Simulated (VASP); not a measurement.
A run of VASP 6.6.1:

The input INCAR:

```
SYSTEM = MoS2
PREC = Accurate ; ENCUT = 520
EDIFF = 1E-6 ; ISMEAR = 0
SIGMA = 0.05 ; LREAL = .False.
LASPH = .True. ; NELM = 100
ALGO = Normal ; ISIF = 2
LWAVE = .False. ; LCHARG = .False.
LDIPOL = .True. ; IDIPOL = 3
DIPOL = 0.5 0.5 0.500 ; GGA = PE
IVDW = 12 ; NBANDS = 64
```

Contents of KPOINTS:

```
regular mesh
0
Gamma
  9 9 1
  0 0 0
```

Contents of POSCAR:

```
MoS2
1.0
    3.1493511262      0.0000000000      0.0000000000
   -1.5746755631      2.7274180808      0.0000000000
    0.0000000000      0.0000000000     38.2678641539
S Mo
8 4
Direct
    0.3333333333      0.6666666667      0.2221184847
    0.3333333333      0.6666666667      0.3039556446
    0.6666666667      0.3333333333      0.3800937749
    0.6666666667      0.3333333333      0.4619309349
    0.3333333333      0.6666666667      0.5380480792
    0.3333333333      0.6666666667      0.6198841585
    0.6666666667      0.3333333333      0.6961758115
    0.6666666667      0.3333333333      0.7780941408
    0.6666666667      0.3333333333      0.2630370647
    0.3333333333      0.6666666667      0.4210123549
    0.6666666667      0.3333333333      0.5789656432
    0.3333333333      0.6666666667      0.7371177195
```

Potentials or basis: VASP PAW PBE potentials, release 64 (S, Mo_sv).

Run with:

```bash
$ cat potpaw_PBE.64/S/POTCAR potpaw_PBE.64/Mo_sv/POTCAR > POTCAR
$ mpirun -np 1 vasp_std > vasp.out
```

Hardware: 1 thread of Intel(R) Xeon(R) Platinum 8488C (Sapphire Rapids), with other jobs on the host.

Problem. Estimate the wall time of this run.

Solution. Wall time 6.4 min on 1 thread of Intel(R) Xeon(R) Platinum 8488C (Sapphire Rapids), on a shared host, peak memory 0.51 GiB. Counts: scf iterations 27, k points 12.
